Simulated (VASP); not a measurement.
# BaTiO3 (R3m) in VASP: single point with PBE+U

Aim: the single point of BaTiO3 with PBE+U.

All numbers are computed with VASP 6.6.1; they aren't measurements. Logs are shortened: lines on timing, memory, paths and dates and some standing lists are left out, and cuts for length are marked.

## Step 1: The cell of the first run

Symmetry: R3m, No. 160, trigonal system. The conventional cell has a = 5.655 Å, b = 5.655 Å, c = 6.955 Å, α = 90.00°, β = 90.00°, γ = 120.00°. Ba (site symmetry 3m) has 12 O at 2.79 to 2.89 Å and 8 Ti at 3.37 to 3.59 Å within 3.7 Å. Ti (site symmetry 3m) has 6 O at 1.87 to 2.14 Å within 2.5 Å. O (site symmetry m) has 2 Ti at 1.87 to 2.14 Å within 2.5 Å.

## Step 2: Single point, PBE+U, collinear spin, ferromagnetic start

Input file INCAR:

```
PREC = Accurate
ENCUT = 520
EDIFF = 1E-6
ISMEAR = -1
SIGMA = 0.03
LREAL = False
LASPH = True
NELM = 150
ALGO = Normal
ISIF = 2
LWAVE = False
LCHARG = False
ISPIN = 2
MAGMOM = 0 2 0 0 0
LORBIT = 11
NUPDOWN = 2.0
LMAXMIX = 4
LDAU = True
LDAUTYPE = 2
LDAUL = -1 2 -1
LDAUU = 0 6.6 0
LDAUJ = 0 0 0
LDAUPRINT = 1
GGA = PE
NBANDS = 32
```

Input file KPOINTS:

```
regular mesh
0
Gamma
  5 5 5
```

Input file POSCAR:

```
BaTiO3
1.0
    2.8273657800      1.6323804000      2.3183928100
   -2.8273657800      1.6323804000      2.3183928100
    0.0000000000     -3.2647607900      2.3183928100
Ba Ti O
1 1 3
Direct
    0.0000000000      0.0000000000      0.0000000000
    0.4845000000      0.4845000000      0.4845000000
    0.5086000000      0.5086000000      0.0175000000
    0.0175000000      0.5086000000      0.5086000000
    0.5086000000      0.0175000000      0.5086000000
```

Potentials or basis: VASP PAW PBE potentials, release 64 (Ba_sv, Ti_sv, O).

The run is started by

```console
$ cat potpaw_PBE.64/Ba_sv/POTCAR potpaw_PBE.64/Ti_sv/POTCAR potpaw_PBE.64/O/POTCAR > POTCAR
$ mpirun -np 1 vasp_std > vasp.out
```

OUTCAR:

```text
PREC = Accurate
   ENCUT = 520
   EDIFF = 1E-6
   ISMEAR = -1
   LREAL = False
   LASPH = True
   NELM = 150
   ISIF = 2
   ISPIN = 2
   LORBIT = 11
   NUPDOWN = 2.0
   GGA = PE

 ion  position               nearest neighbor table
   1  0.000  0.000  0.000-   4 2.79   5 2.79   3 2.79   3 2.83   3 2.83   5 2.83   4 2.83   4 2.83
                             5 2.83   4 2.89   5 2.89   3 2.89   2 3.37   2 3.43   2 3.43   2 3.43
   2  0.484  0.484  0.484-   3 1.87   4 1.87   5 1.87   3 2.14   4 2.14   5 2.14   1 3.37   1 3.43
                             1 3.43   1 3.43   1 3.50   1 3.50   1 3.50   1 3.59
   3  0.509  0.509  0.017-   2 1.87   2 2.14   1 2.79   1 2.83   1 2.83   1 2.89
   4  0.017  0.509  0.509-   2 1.87   2 2.14   1 2.79   1 2.83   1 2.83   1 2.89
   5  0.509  0.017  0.509-   2 1.87   2 2.14   1 2.79   1 2.83   1 2.83   1 2.89

  LATTYP: Found a trigonal (rhomboedric) cell.
 ALAT       =     4.0041988259
 COS(alpha) =     0.0028448804

  Lattice vectors:

 A1 = (   2.8273657800,   1.6323804000,   2.3183928100)
 A2 = (  -2.8273657800,   1.6323804000,   2.3183928100)
 A3 = (   0.0000000000,  -3.2647607900,   2.3183928100)

Analysis of symmetry for initial positions (statically):
=====================================================================
 Subroutine PRICEL returns:
 Original cell was already a primitive cell.

 Routine SETGRP: Setting up the symmetry group for a
 trigonal (rhombohedral) supercell.

 Subroutine GETGRP returns: Found  6 space group operations
 (whereof  6 operations were pure point group operations)
 out of a pool of 12 trial point group operations.

The static configuration has the point symmetry C_3v.

Analysis of symmetry for dynamics (positions and initial velocities):
=====================================================================
 Subroutine PRICEL returns:
 Original cell was already a primitive cell.

 Routine SETGRP: Setting up the symmetry group for a
 trigonal (rhombohedral) supercell.

 Subroutine GETGRP returns: Found  6 space group operations
 (whereof  6 operations were pure point group operations)
 out of a pool of 12 trial point group operations.

The dynamic configuration has the point symmetry C_3v.

Analysis of structural, dynamic, and magnetic symmetry:
=====================================================================
 Subroutine PRICEL returns:
 Original cell was already a primitive cell.

 Routine SETGRP: Setting up the symmetry group for a
 trigonal (rhombohedral) supercell.

 Subroutine GETGRP returns: Found  6 space group operations
 (whereof  6 operations were pure point group operations)
 out of a pool of 12 trial point group operations.

The overall configuration has the point symmetry C_3v.

 Subroutine INISYM returns: Found  6 space group operations
 (whereof  6 operations are pure point group operations),
 and found     1 'primitive' translations

----------------------------------------------------------------------------------------

                                     Primitive cell

  volume of cell :      64.2010

  direct lattice vectors                    reciprocal lattice vectors
     2.827365780  1.632380400  2.318392810     0.176843054  0.102100385  0.143777763
    -2.827365780  1.632380400  2.318392810    -0.176843054  0.102100385  0.143777763
     0.000000000 -3.264760790  2.318392810     0.000000000 -0.204200770  0.143777764

  length of vectors
     4.004198827  4.004198827  4.004198826     0.249739864  0.249739864  0.249739864

  position of ions in fractional coordinates (direct lattice)
     0.000000000  0.000000000  0.000000000
     0.484500000  0.484500000  0.484500000
     0.508600000  0.508600000  0.017500000
     0.017500000  0.508600000  0.508600000
     0.508600000  0.017500000  0.508600000

  ion indices of the primitive-cell ions
   primitive index   ion index
                 1           1
                 2           2
                 3           3
                 4           4
                 5           5

----------------------------------------------------------------------------------------

 KPOINTS: regular mesh

Automatic generation of k-mesh.
 Grid dimensions read from file:
 generate k-points for:    5    5    5

 Generating k-lattice:

  Cartesian coordinates                     Fractional coordinates (reciprocal lattice)
[... 43 lines left out ...]
   NGXF,Y,Z  is equivalent  to a cutoff of  24.91, 24.91, 24.91 a.u.
 SYSTEM =  unknown system
   PREC   = accura    normal or accurate (medium, high low for compatibility)
   ISTART =      0    job   : 0-new  1-cont  2-samecut
   ICHARG =      2    charge: 1-file 2-atom 10-const
   ISPIN  =      2    spin polarized calculation?
   LNONCOLLINEAR =      F non collinear calculations
   LSORBIT =      F    spin-orbit coupling
   LASPH  =      T    aspherical Exc in radial PAW
   ENCUT  =  520.0 eV  38.22 Ry    6.18 a.u.   7.45  7.45  7.45*2*pi/ulx,y,z
   NELM   =    150;   NELMIN=  2; NELMDL= -5     # of ELM steps
   EDIFF  = 0.1E-05   stopping-criterion for ELM
   LREAL  =      F    real-space projection
   EDIFFG = 0.1E-04   stopping-criterion for IOM
   NSW    =      0    number of steps for IOM
   IBRION =     -1    ionic relax: 0-MD 1-quasi-New 2-CG
   NFREE  =      0    steps in history (QN), initial steepest desc. (CG)
   ISIF   =      2    stress and relaxation
   ISYM   =      2    0-nonsym 1-usesym 2-fastsym
   POTIM  = 0.5000    time-step for ionic-motion
   TEBEG  =    0.0;   TEEND  =   0.0 temperature during run
   PSTRESS=    0.0 pullay stress
   NELECT =      40.0000    total number of electrons
   NUPDOWN=       2.0000    fix difference up-down
   EMIN   =  10.00;   EMAX   =-10.00  energy-range for DOS
   EFERMI =   0.00;   METHOD = LEGACY
   ISMEAR =    -1;   SIGMA  =   0.03  broadening in eV -4-tet -1-fermi 0-gaus
   EFERMI_NEDOS =   21; number of points for ismear=-14 and -15
   IALGO  =     38    algorithm
   IMIX   =      4    mixing-type and parameters
     AMIX     =   0.40;   BMIX     =  1.00
     AMIX_MAG =   1.60;   BMIX_MAG =  1.00
  volume/ion in A,a.u.               =      12.84        86.65
  Fermi-wavevector in a.u.,A,eV,Ry     =   1.398238  2.642286 26.600317  1.955068
  Thomas-Fermi vector in A             =   2.521415
   LORBIT       =     11    0 simple, 1 ext, 2 COOP (PROOUT), +10 PAW based schemes
 LDA+U is selected, type is set to LDAUTYPE =  2
   angular momentum for each species LDAUL =    -1    2   -1
   U (eV)           for each species LDAUU =   0.0  6.6  0.0
   J (eV)           for each species LDAUJ =   0.0  0.0  0.0
   GGA     = PE    functional components
   LHFCALC =     F    Hartree Fock is set to
   AEXX    =    0.0000 exact exchange contribution
   IVDW    =     0    specifies the selected vdW correction
   LEPSILON=     F    determine dielectric tensor
   LRPA    =     F    only Hartree local field effects (RPA)
 spin polarized calculation
  energy-cutoff  :      520.00
  volume of cell :       64.20
 maximum number of plane-waves:      1753
 NGX is ok and might be reduce to    30
   NGX = 15   NGY = 15   NGZ = 15

atom =   2  type =  2  l = 2

 onsite density matrix

spin component  1

  0.2800 -0.0000 -0.0000 -0.0687  0.0000
 -0.0000  0.2339  0.0000  0.0000 -0.0687
 -0.0000  0.0000  0.3301 -0.0000  0.0000
 -0.0687  0.0000 -0.0000  0.2339 -0.0000
  0.0000 -0.0687  0.0000 -0.0000  0.2800

spin component  2

  0.1002 -0.0000  0.0000  0.0578 -0.0000
 -0.0000  0.1290  0.0000 -0.0000  0.0578
  0.0000  0.0000  0.0526  0.0000  0.0000
  0.0578 -0.0000  0.0000  0.1290 -0.0000
 -0.0000  0.0578  0.0000 -0.0000  0.1002

 occupancies and eigenvectors

  o =  0.0526  v =  0.0000  0.0000  0.0000  0.0000  0.0000  0.0000 -0.0000 -1.0000  0.0000  0.0000      0.0000  0.0000  0.0000  0.0000  0.0000  0.0000  0.0000  0.0000  0.0000  0.0000
  o =  0.0551  v =  0.0000  0.0000  0.0000  0.0000  0.0000 -0.7879  0.0000  0.0000  0.6158 -0.0000      0.0000  0.0000  0.0000  0.0000  0.0000  0.0000  0.0000  0.0000  0.0000  0.0000
  o =  0.0551  v =  0.0000  0.0000  0.0000  0.0000  0.0000  0.0000 -0.6158  0.0000  0.0000  0.7879      0.0000  0.0000  0.0000  0.0000  0.0000  0.0000  0.0000  0.0000  0.0000  0.0000
  o =  0.1742  v =  0.0000  0.0000  0.0000  0.0000  0.0000  0.0000  0.7879  0.0000  0.0000  0.6158      0.0000  0.0000  0.0000  0.0000  0.0000  0.0000  0.0000  0.0000  0.0000  0.0000
  o =  0.1742  v =  0.0000  0.0000  0.0000  0.0000  0.0000  0.6158  0.0000  0.0000  0.7879 -0.0000      0.0000  0.0000  0.0000  0.0000  0.0000  0.0000  0.0000  0.0000  0.0000  0.0000
  o =  0.1845  v =  0.0000 -0.8117  0.0000  0.0000 -0.5840  0.0000  0.0000  0.0000  0.0000  0.0000      0.0000  0.0000  0.0000  0.0000  0.0000  0.0000  0.0000  0.0000  0.0000  0.0000
  o =  0.1845  v =  0.5840  0.0000  0.0000  0.8117 -0.0000  0.0000  0.0000  0.0000  0.0000  0.0000      0.0000  0.0000  0.0000  0.0000  0.0000  0.0000  0.0000  0.0000  0.0000  0.0000
  o =  0.3294  v = -0.8117  0.0000  0.0000  0.5840 -0.0000  0.0000  0.0000  0.0000  0.0000  0.0000      0.0000  0.0000  0.0000  0.0000  0.0000  0.0000  0.0000  0.0000  0.0000  0.0000
  o =  0.3294  v =  0.0000  0.5840  0.0000  0.0000 -0.8117  0.0000  0.0000  0.0000  0.0000  0.0000      0.0000  0.0000  0.0000  0.0000  0.0000  0.0000  0.0000  0.0000  0.0000  0.0000
  o =  0.3301  v =  0.0000 -0.0000  1.0000  0.0000  0.0000  0.0000  0.0000  0.0000  0.0000  0.0000      0.0000  0.0000  0.0000  0.0000  0.0000  0.0000  0.0000  0.0000  0.0000  0.0000

 number of electron      39.9999997 magnetization       2.0000004

 Free energy of the ion-electron system (eV)
  ---------------------------------------------------
  ext. energy  EPLUGINS =         0.00000000
  ---------------------------------------------------
  free energy    TOTEN  =       -31.37389347 eV

  energy without entropy =      -31.35651925  energy(sigma->0) =      -31.36520636

 E-fermi :   3.2726     XC(G=0): -11.2469

 val. band max:        8.0687479475   @ k =  -0.4000   0.2000   0.2000
 cond. band min:       3.2896696137   @ k =  -0.4000   0.2000   0.0000
 fundamental gap:     -4.7790783339
 Fermi energy:         8.0709037615

 spin component 1

 k-point     1 :       0.0000    0.0000    0.0000
  band No.  band energies     occupation
      1     -51.8865      1.00000
      2     -28.2238      1.00000
      3     -28.2238      1.00000
      4     -28.1956      1.00000
      5     -21.1149      1.00000
      6     -13.4240      1.00000
[... 654 lines left out ...]
     31      16.2329      0.00000
     32      18.6241      0.00000
 Fermi energy:         3.2726073719

 spin component 2

 k-point     1 :       0.0000    0.0000    0.0000
  band No.  band energies     occupation
      1     -51.0223      1.00000
      2     -27.3707      1.00000
      3     -27.3707      1.00000
      4     -27.3164      1.00000
      5     -21.0911      1.00000
      6     -12.9499      1.00000
[... 654 lines left out ...]
     31      16.4607      0.00000
     32      18.9476      0.00000

------------------------ aborting loop because EDIFF is reached ----------------------------------------

  FORCE on cell =-STRESS in cart. coord.  units (eV):
  Direction    XX          YY          ZZ          XY          YZ          ZX
  --------------------------------------------------------------------------------------
  -------------------------------------------------------------------------------------
  Total       10.0378040     10.0378040      8.2218687      0.0000000      0.0000000      0.0000000
  in kB      250.4999551    250.4999559    205.1821034      0.0000000      0.0000003      0.0000000
  external PRESSURE =     235.3940048 kB  Pullay stress =       0.0000000 kB

 VOLUME and BASIS-vectors are now :
 -----------------------------------------------------------------------------
  energy-cutoff  :      520.00
  volume of cell :       64.20
      direct lattice vectors                 reciprocal lattice vectors
     2.827365780  1.632380400  2.318392810     0.176843054  0.102100385  0.143777763
    -2.827365780  1.632380400  2.318392810    -0.176843054  0.102100385  0.143777763
     0.000000000 -3.264760790  2.318392810     0.000000000 -0.204200770  0.143777764

 POSITION                                       TOTAL-FORCE (eV/Angst)
 -----------------------------------------------------------------------------------
      0.00000      0.00000      0.00000         0.000000     -0.000000     -0.116587
      0.00000      0.00000      3.36978         0.000000      0.000000      5.504525
      0.00000      1.60332      2.39884         0.000000      2.249951     -1.795980
     -1.38852     -0.80166      2.39884        -1.948515     -1.124976     -1.795980
      1.38852     -0.80166      2.39884         1.948515     -1.124976     -1.795980
 -----------------------------------------------------------------------------------
    total drift:                                0.000000     -0.000001      0.000520

  FREE ENERGIE OF THE ION-ELECTRON SYSTEM (eV)
  ---------------------------------------------------
  free  energy   TOTEN  =       -31.3738934746 eV

  energy  without entropy=      -31.3565192480  energy(sigma->0) =      -31.36520636

 total charge

# of ion       s       p       d       tot
------------------------------------------
    1        2.009   5.639   0.352   8.000
    2        2.220   6.278   1.841  10.339
    3        1.575   3.447   0.000   5.022
    4        1.575   3.447   0.000   5.022
    5        1.575   3.447   0.000   5.022
--------------------------------------------------
tot          8.953  22.258   2.193  33.404

 magnetization (x)

# of ion       s       p       d       tot
------------------------------------------
    1       -0.002   0.013   0.016   0.027
    2        0.004   0.008   0.842   0.854
    3        0.003   0.256   0.000   0.259
    4        0.003   0.256   0.000   0.259
    5        0.003   0.256   0.000   0.259
--------------------------------------------------
tot          0.011   0.788   0.858   1.658
```

It took 2.2 min on 1 thread of Intel Xeon 8259CL, shared host; peak memory 0.23 GiB.

Results:

* Free energy: -31.3739 eV
* Pressure: 23.5 GPa
* Largest force: 5.505 eV/Å
* Net moment: 2.00 μB per cell
* Site moments: Ba +0.03; Ti +0.85; O +0.26 μB
* Valence electrons inside the program's atomic spheres: Ba 8.00; Ti 10.34; O 5.02

Forces in eV/Å, atoms in the order of the input:
```
Ba   0.000  0.000 -0.117
Ti   0.000  0.000  5.505
O    0.000  2.250 -1.796
O   -1.949 -1.125 -1.796
O    1.949 -1.125 -1.796
```

Eigenvalues of the final occupation matrices:
| site | spin | trace | eigenvalues |
| --- | --- | --- | --- |
| site 2 d | 1 | 1.36 | 0.18 0.18 0.33 0.33 0.33 |
| site 2 d | 2 | 0.51 | 0.05 0.06 0.06 0.17 0.17 |

Caveat: spin-orbit coupling is left out, which moves the levels of the heavy elements; the total moment is fixed, so each spin has its own Fermi level; forces of over 1 eV/Å act on the atoms, so gaps and moduli don't describe the material at rest. The state reached can hang on the start; a lower one may exist.
